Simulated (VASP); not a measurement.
# BaS in VASP: settings compared, part 2 of 2

VASP 6.6.1.

## Step 3: Single point, PBE (uniaxial z strain -1.6%)

Contents of INCAR:

```
SYSTEM = BaS
  ALGO = Normal
  EDIFF = 1E-6
  ENCUT = 520
  GGA = PE
  ISIF = 2
  ISMEAR = -1
  LASPH = .True.
  LCHARG = .False.
  LREAL = .False.
  LWAVE = .False.
  NBANDS = 15
  NELM = 60
  PREC = Accurate
  SIGMA = 0.02
```

Contents of KPOINTS:

```
k-points
0
Gamma
  8 8 8
  0 0 0
```

Contents of POSCAR:

```
BaS
1.0
    0.0000000000      3.2117958739      3.1600859603
    3.2117958739      0.0000000000      3.1600859603
    3.2117958739      3.2117958739      0.0000000000
Ba S
1 1
Direct
    0.0000000000      0.0000000000      0.0000000000
    0.5000000000      0.5000000000      0.5000000000
```

Potentials or basis: VASP PAW PBE potentials, release 64 (Ba_sv, S).

The run is started by

```sh
> cat potpaw_PBE.64/Ba_sv/POTCAR potpaw_PBE.64/S/POTCAR > POTCAR
> mpirun -np 1 vasp_std > vasp.out
```

OUTCAR:

```text
SYSTEM = BaS
   EDIFF = 1E-6
   ENCUT = 520
   GGA = PE
   ISIF = 2
   ISMEAR = -1
   LASPH = .True.
   LREAL = .False.
   NELM = 60
   PREC = Accurate

 ion  position               nearest neighbor table
   1  0.000  0.000  0.000-   2 3.16   2 3.16   2 3.21   2 3.21   2 3.21   2 3.21
   2  0.500  0.500  0.500-   1 3.16   1 3.16   1 3.21   1 3.21   1 3.21   1 3.21

  LATTYP: Found a body centered tetragonal cell.
 ALAT       =     4.5421652844
 C/A-ratio  =     1.3914447240

  Lattice vectors:

 A1 = (   0.0000000000,  -3.2117958739,  -3.1600859603)
 A2 = (   0.0000000000,   3.2117958739,  -3.1600859603)
 A3 = (   3.2117958739,   0.0000000000,   3.1600859603)

Analysis of symmetry for initial positions (statically):
=====================================================================
 Subroutine PRICEL returns:
 Original cell was already a primitive cell.

 Routine SETGRP: Setting up the symmetry group for a
 body centered tetragonal supercell.

 Subroutine GETGRP returns: Found 16 space group operations
 (whereof 16 operations were pure point group operations)
 out of a pool of 16 trial point group operations.

The static configuration has the point symmetry D_4h.

Analysis of symmetry for dynamics (positions and initial velocities):
=====================================================================
 Subroutine PRICEL returns:
 Original cell was already a primitive cell.

 Routine SETGRP: Setting up the symmetry group for a
 body centered tetragonal supercell.

 Subroutine GETGRP returns: Found 16 space group operations
 (whereof 16 operations were pure point group operations)
 out of a pool of 16 trial point group operations.

The dynamic configuration has the point symmetry D_4h.

 Subroutine INISYM returns: Found 16 space group operations
 (whereof 16 operations are pure point group operations),
 and found     1 'primitive' translations

----------------------------------------------------------------------------------------

                                     Primitive cell

  volume of cell :      65.1966

  direct lattice vectors                    reciprocal lattice vectors
     0.000000000  3.211795874  3.160085960    -0.155676145  0.155676145  0.158223544
     3.211795874  0.000000000  3.160085960     0.155676145 -0.155676145  0.158223544
     3.211795874  3.211795874  0.000000000     0.155676145  0.155676145 -0.158223544

  length of vectors
     4.505749218  4.505749218  4.542165284     0.271117713  0.271117713  0.271117713

  position of ions in fractional coordinates (direct lattice)
     0.000000000  0.000000000  0.000000000
     0.500000000  0.500000000  0.500000000

  ion indices of the primitive-cell ions
   primitive index   ion index
                 1           1
                 2           2

----------------------------------------------------------------------------------------

 KPOINTS: k-points

Automatic generation of k-mesh.
 Grid dimensions read from file:
 generate k-points for:    8    8    8

 Generating k-lattice:

  Cartesian coordinates                     Fractional coordinates (reciprocal lattice)
    -0.019459518  0.019459518  0.019777943     0.125000000 -0.000000000  0.000000000
     0.019459518 -0.019459518  0.019777943    -0.000000000  0.125000000  0.000000000
     0.019459518  0.019459518 -0.019777943     0.000000000  0.000000000  0.125000000

  Length of vectors
     0.033889714  0.033889714  0.033889714

  Shift w.r.t. Gamma in fractional coordinates (k-lattice)
     0.000000000  0.000000000  0.000000000

 Subroutine IBZKPT returns following result:
 ===========================================

 Found     59 irreducible k-points:

 Following reciprocal coordinates:
            Coordinates               Weight
  0.000000  0.000000  0.000000      1.000000
  0.125000  0.000000  0.000000      8.000000
  0.250000  0.000000  0.000000      8.000000
  0.375000  0.000000  0.000000      8.000000
  0.500000  0.000000  0.000000      4.000000
  0.125000  0.125000  0.000000      2.000000
[... 16 lines left out ...]
  0.250000  0.000000  0.125000     16.000000
  0.375000  0.000000  0.125000     16.000000
 [... further k-points ...]
   k-points           NKPTS =     59   k-points in BZ     NKDIM =     59   number of bands    NBANDS=     15
   number of dos      NEDOS =    301   number of ions     NIONS =      2
   total plane-waves  NPLWV =  46656
   dimension x,y,z NGX =    36 NGY =   36 NGZ =   36
   dimension x,y,z NGXF=    72 NGYF=   72 NGZF=   72
   ions per type =               1   1
   NGX,Y,Z   is equivalent  to a cutoff of  13.28, 13.28, 13.18 a.u.
   NGXF,Y,Z  is equivalent  to a cutoff of  26.57, 26.57, 26.35 a.u.
 SYSTEM =  BaS
   PREC   = accura    normal or accurate (medium, high low for compatibility)
   ISTART =      0    job   : 0-new  1-cont  2-samecut
   ICHARG =      2    charge: 1-file 2-atom 10-const
   ISPIN  =      1    spin polarized calculation?
   LNONCOLLINEAR =      F non collinear calculations
   LSORBIT =      F    spin-orbit coupling
   LASPH  =      T    aspherical Exc in radial PAW
   ENCUT  =  520.0 eV  38.22 Ry    6.18 a.u.   8.38  8.38  8.45*2*pi/ulx,y,z
   NELM   =     60;   NELMIN=  2; NELMDL= -5     # of ELM steps
   EDIFF  = 0.1E-05   stopping-criterion for ELM
   LREAL  =      F    real-space projection
   EDIFFG = 0.1E-04   stopping-criterion for IOM
   NSW    =      0    number of steps for IOM
   IBRION =     -1    ionic relax: 0-MD 1-quasi-New 2-CG
   NFREE  =      0    steps in history (QN), initial steepest desc. (CG)
   ISIF   =      2    stress and relaxation
   ISYM   =      2    0-nonsym 1-usesym 2-fastsym
   POTIM  = 0.5000    time-step for ionic-motion
   TEBEG  =    0.0;   TEEND  =   0.0 temperature during run
   PSTRESS=    0.0 pullay stress
   NELECT =      16.0000    total number of electrons
   NUPDOWN=      -1.0000    fix difference up-down
   EMIN   =  10.00;   EMAX   =-10.00  energy-range for DOS
   EFERMI =   0.00;   METHOD = LEGACY
   ISMEAR =    -1;   SIGMA  =   0.02  broadening in eV -4-tet -1-fermi 0-gaus
   EFERMI_NEDOS =   21; number of points for ismear=-14 and -15
   IALGO  =     38    algorithm
   IMIX   =      4    mixing-type and parameters
     AMIX     =   0.40;   BMIX     =  1.00
     AMIX_MAG =   1.60;   BMIX_MAG =  1.00
  volume/ion in A,a.u.               =      32.60       219.98
  Fermi-wavevector in a.u.,A,eV,Ry     =   1.024959  1.936892 14.293482  1.050541
  Thomas-Fermi vector in A             =   2.158774
   LORBIT       =      0    0 simple, 1 ext, 2 COOP (PROOUT), +10 PAW based schemes
   GGA     = PE    functional components
   LHFCALC =     F    Hartree Fock is set to
   AEXX    =    0.0000 exact exchange contribution
   IVDW    =     0    specifies the selected vdW correction
   LEPSILON=     F    determine dielectric tensor
   LRPA    =     F    only Hartree local field effects (RPA)
 non-spin polarized calculation
  energy-cutoff  :      520.00
  volume of cell :       65.20
 maximum number of plane-waves:      1783
 NGX is ok and might be reduce to    36
   NGX = 17   NGY = 17   NGZ = 17

 number of electron      16.0000001 magnetization

 Free energy of the ion-electron system (eV)
  ---------------------------------------------------
  ext. energy  EPLUGINS =         0.00000000
  ---------------------------------------------------
  free energy    TOTEN  =       -10.18196499 eV

  energy without entropy =      -10.18196499  energy(sigma->0) =      -10.18196499

 E-fermi :   1.8840     XC(G=0):  -8.6226

 val. band max:        1.4877659335   @ k =   0.0000   0.0000   0.0000
 cond. band min:       3.5509466766   @ k =   0.5000   0.5000   0.0000
 fundamental gap:      2.0631807431
 Fermi energy:         1.8839868807

 k-point     1 :       0.0000    0.0000    0.0000
  band No.  band energies     occupation
      1     -24.6253      2.00000
      2      -9.6826      2.00000
      3      -9.6810      2.00000
      4      -9.6810      2.00000
      5      -8.9096      2.00000
      6       1.4325      2.00000
      7       1.4325      2.00000
      8       1.4878      2.00000
      9       5.0346      0.00000
     10       5.2819      0.00000
     11       5.2819      0.00000
     12       5.3953      0.00000
     13       6.1964      0.00000
     14       6.3064      0.00000
[... 401 lines left out ...]
      2     -10.5747      2.00000
      3      -9.7479      2.00000
      4      -9.7437      2.00000
      5      -7.9768      2.00000
      6      -0.0557      2.00000
      7       0.6258      2.00000
      8       0.7780      2.00000
      9       5.2927      0.00000
     10       7.1696      0.00000
     11       7.3124      0.00000
     12       7.4061      0.00000
     13       8.1752      0.00000
     14       9.4788      0.00000
     15      11.5445      0.00000

 [... further k-points ...]
[... 5 lines left out ...]
  --------------------------------------------------------------------------------------
  -------------------------------------------------------------------------------------
  Total        0.3818570      0.3818570      0.9778369      0.0000000      0.0000000      0.0000000
  in kB        9.3839688      9.3839688     24.0299163      0.0000000      0.0000000      0.0000000
  external PRESSURE =      14.2659513 kB  Pullay stress =       0.0000000 kB

 VOLUME and BASIS-vectors are now :
 -----------------------------------------------------------------------------
  energy-cutoff  :      520.00
  volume of cell :       65.20
      direct lattice vectors                 reciprocal lattice vectors
     0.000000000  3.211795874  3.160085960    -0.155676145  0.155676145  0.158223544
     3.211795874  0.000000000  3.160085960     0.155676145 -0.155676145  0.158223544
     3.211795874  3.211795874  0.000000000     0.155676145  0.155676145 -0.158223544

 POSITION                                       TOTAL-FORCE (eV/Angst)
 -----------------------------------------------------------------------------------
      0.00000      0.00000      0.00000         0.000000      0.000000      0.000000
      3.21180      3.21180      3.16009        -0.000000     -0.000000     -0.000000
 -----------------------------------------------------------------------------------
    total drift:                                0.000000      0.000000      0.000000

  FREE ENERGIE OF THE ION-ELECTRON SYSTEM (eV)
  ---------------------------------------------------
  free  energy   TOTEN  =       -10.1819649876 eV

  energy  without entropy=      -10.1819649876  energy(sigma->0) =      -10.18196499
```

OSZICAR:

```text
N       E                     dE             d eps       ncg     rms          rms(c)
DAV:   1     0.831924631547E+02    0.83192E+02   -0.67935E+03  1770   0.927E+02
DAV:   2    -0.580926164471E+01   -0.89002E+02   -0.80609E+02  2464   0.171E+02
DAV:   3    -0.105750706130E+02   -0.47658E+01   -0.47323E+01  2413   0.409E+01
DAV:   4    -0.106626499861E+02   -0.87579E-01   -0.87561E-01  2290   0.572E+00
DAV:   5    -0.106644349168E+02   -0.17849E-02   -0.17849E-02  2394   0.677E-01    0.481E+00
DAV:   6    -0.101648316819E+02    0.49960E+00   -0.67956E-01  2078   0.496E+00    0.330E+00
DAV:   7    -0.101667627271E+02   -0.19310E-02   -0.18685E-01  2254   0.243E+00    0.212E+00
DAV:   8    -0.101805623801E+02   -0.13800E-01   -0.24605E-02  2015   0.113E+00    0.200E-01
DAV:   9    -0.101810296510E+02   -0.46727E-03   -0.32924E-03  2316   0.417E-01    0.146E-01
DAV:  10    -0.101818753418E+02   -0.84569E-03   -0.97513E-04  1854   0.210E-01    0.382E-02
DAV:  11    -0.101819621022E+02   -0.86760E-04   -0.11632E-04  2218   0.653E-02    0.120E-02
DAV:  12    -0.101819650280E+02   -0.29258E-05   -0.62174E-06  2022   0.163E-02    0.364E-03
DAV:  13    -0.101819649876E+02    0.40377E-07   -0.24059E-07  1865   0.318E-03
   1 F= -.10181965E+02 E0= -.10181965E+02  d E =-.518964E-11
```

Run time: 20 s. Hardware: 1 thread of Intel Xeon 6975P-C (Granite Rapids), shared host; peak memory 0.23 GiB.

What came out:

```
Free energy            : -10.1820 eV
Pressure               : 1.4 GPa
Band gap on the k mesh : 2.06 eV, indirect (least direct gap 2.21 eV)
```

Levels at points of the mesh, in eV from the valence-band top:
| k point | band 4 | band 5 | band 6 | band 7 | band 8 | band 9 | band 10 | band 11 | band 12 | band 13 |
| --- | --- | --- | --- | --- | --- | --- | --- | --- | --- | --- |
| (0.00, 0.00, 0.00) | -11.17 | -10.40 | -0.06 | -0.06 | 0.00 | 3.55 | 3.79 | 3.79 | 3.91 | 4.71 |
| (0.50, 0.00, 0.00) | -11.20 | -9.16 | -1.97 | -1.13 | -1.12 | 5.50 | 5.65 | 6.25 | 6.29 | 8.78 |
| (0.50, 0.50, 0.00) | -11.37 | -10.31 | -0.50 | -0.20 | -0.20 | 2.06 | 5.92 | 5.99 | 7.44 | 7.44 |
| (0.50, 0.00, 0.50) | -11.35 | -10.31 | -0.59 | -0.19 | -0.13 | 2.08 | 5.83 | 6.04 | 7.39 | 7.53 |

Caveat: the cell differs from its parent crystal (uniaxial z strain -1.6%); spin-orbit coupling is left out, which moves the levels of the heavy elements.

## Step 4: Single point, r2SCAN (epitaxial xy strain -2.2%)

Contents of POSCAR:

```
BaS
1.0
    0.0000000000      3.1404940055      3.2383429285
    3.1404940055      0.0000000000      3.2383429285
    3.1404940055      3.1404940055      0.0000000000
Ba S
1 1
Direct
    0.0000000000      0.0000000000      0.0000000000
    0.5000000000      0.5000000000      0.5000000000
```

Contents of INCAR.step1:

```
SYSTEM = BaS
PREC = Accurate ; ENCUT = 520
ISMEAR = 0 ; SIGMA = 0.01
LREAL = .FALSE. ; LASPH = .TRUE.
NELM = 60 ; NBANDS = 15
GGA = PE ; ALGO = Normal
EDIFF = 1E-4 ; LWAVE = .TRUE.
LCHARG = .FALSE.
```

Contents of INCAR.step2:

```
SYSTEM = BaS
PREC = Accurate ; ENCUT = 520
EDIFF = 1E-7 ; ISMEAR = 0
SIGMA = 0.01 ; LREAL = .FALSE.
LASPH = .TRUE. ; NELM = 60
ALGO = Normal ; ISIF = 2
LWAVE = .FALSE. ; LCHARG = .FALSE.
METAGGA = R2SCAN ; LMIXTAU = .TRUE.
NBANDS = 15 ; ISTART = 1
```

Contents of KPOINTS:

```
regular mesh
0
G
  8 8 8
  0 0 0
```

The run is started by

```sh
> cat potpaw_PBE.64/Ba_sv/POTCAR potpaw_PBE.64/S/POTCAR > POTCAR
> cp INCAR.step1 INCAR
> mpirun -np 1 vasp_std > vasp.out
> cp INCAR.step2 INCAR
> mpirun -np 1 vasp_std > vasp.out
```

Wall time 1.7 min (1 thread of Intel Xeon 6975P-C (Granite Rapids), shared host); peak memory 0.25 GiB.

The run converged. Its results:

```
Free energy            : -39.1702 eV
Pressure               : 2.6 GPa
Band gap on the k mesh : 2.38 eV, indirect (least direct gap 2.50 eV)
```

Stress tensor (GPa, compression positive):
```
3.60 0.00 0.00
0.00 3.60 0.00
0.00 0.00 0.51
```

Levels at points of the mesh, in eV from the valence-band top:
```
           k point  band 6  band 7  band 8  band 9  band 10  band 11
(0.00, 0.00, 0.00)   -0.11    0.00    0.00    4.13     4.22     4.35
(0.50, 0.00, 0.00)   -2.00   -1.17   -1.16    6.07     6.16     6.86
(0.50, 0.50, 0.00)   -0.65   -0.12   -0.12    2.41     6.49     6.81
(0.50, 0.00, 0.50)   -0.47   -0.24   -0.12    2.38     6.46     6.92
```

Caveat: the cell differs from its parent crystal (epitaxial xy strain -2.2%); the PAW data sets were made with another functional, which shifts forces and pressure a little; spin-orbit coupling is left out, which moves the levels of the heavy elements.

## Step 5: Single point, r2SCAN (uniaxial z strain -1.6%)

Contents of POSCAR:

```
BaS
1.0
    0.0000000000      3.2117958739      3.1600859603
    3.2117958739      0.0000000000      3.1600859603
    3.2117958739      3.2117958739      0.0000000000
Ba S
1 1
Direct
    0.0000000000      0.0000000000      0.0000000000
    0.5000000000      0.5000000000      0.5000000000
```

Contents of INCAR.step1:

```
PREC = Accurate
ENCUT = 520
ISMEAR = 0
SIGMA = 0.01
LREAL = False
LASPH = True
NELM = 100
NBANDS = 15
GGA = PE
ALGO = Normal
EDIFF = 1E-4
LWAVE = True
LCHARG = False
```

Contents of INCAR.step2:

```
PREC = Accurate
ENCUT = 520
EDIFF = 1E-6
ISMEAR = 0
SIGMA = 0.01
LREAL = False
LASPH = True
NELM = 100
ALGO = Normal
ISIF = 2
LWAVE = False
LCHARG = False
METAGGA = R2SCAN
LMIXTAU = True
NBANDS = 15
ISTART = 1
```

Contents of KPOINTS:

```
regular mesh
0
Gamma
  8 8 8
```

The run is started by

```sh
> cat potpaw_PBE.64/Ba_sv/POTCAR potpaw_PBE.64/S/POTCAR > POTCAR
> cp INCAR.step1 INCAR
> mpirun -np 1 vasp_std > vasp.out
> cp INCAR.step2 INCAR
> mpirun -np 1 vasp_std > vasp.out
```

Run time: 83 s. Hardware: 1 thread of Intel Xeon 6975P-C (Granite Rapids), shared host; peak memory 0.24 GiB.

The run converged. Its results:

```yaml
Free_energy: -39.1953 eV
Pressure: 1.4 GPa
Band_gap_on_the_k_mesh: 2.41 eV, indirect (least direct gap 2.56 eV)
```

Stress tensor (GPa, compression positive):
```
0.88 0.00 0.00
0.00 0.88 0.00
0.00 0.00 2.48
```

Levels at points of the mesh, in eV from the valence-band top:
```csv
k point,band 6,band 7,band 8,band 9,band 10,band 11
"(0.00, 0.00, 0.00)",-0.06,-0.06,0.00,4.16,4.23,4.23
"(0.50, 0.00, 0.00)",-1.95,-1.13,-1.12,5.99,6.10,6.80
"(0.50, 0.50, 0.00)",-0.50,-0.20,-0.20,2.41,6.51,6.69
"(0.50, 0.00, 0.50)",-0.59,-0.19,-0.13,2.43,6.43,6.72
```

Caveat: the cell differs from its parent crystal (uniaxial z strain -1.6%); the PAW data sets were made with another functional, which shifts forces and pressure a little; spin-orbit coupling is left out, which moves the levels of the heavy elements. A k mesh can miss the band edges.

## Step 6: Summary

```csv
level,cell,smearing,gap on the mesh (eV),pressure (GPa)
r2SCAN,"a = 4.612 Å, angles 60.0°, 2 atoms",gaussian 0.01 eV,2.56,-1.4
PBE,"a = 4.506, b = 4.506, c = 4.542 Å, angles 59.7, 59.7, 60.5°, 2 atoms",fermi-dirac 0.02 eV,2.06,1.4
r2SCAN,"a = 4.511, b = 4.511, c = 4.441 Å, angles 60.5, 60.5, 59.0°, 2 atoms",gaussian 0.01 eV,2.38,2.6
r2SCAN,"a = 4.506, b = 4.506, c = 4.542 Å, angles 59.7, 59.7, 60.5°, 2 atoms",gaussian 0.01 eV,2.41,1.4
```

Alike in all rows: task single point; potentials or basis VASP PAW PBE potentials, release 64 (Ba_sv, S); no spin polarisation; k mesh 8 × 8 × 8; cutoff (eV) 520.

Caveats: spin-orbit coupling is left out, which moves the levels of the heavy elements; the PAW data sets were made with another functional, which shifts forces and pressure a little (some runs).

Total energies depend on the potentials used, so only differences within one code and one set of settings carry meaning.
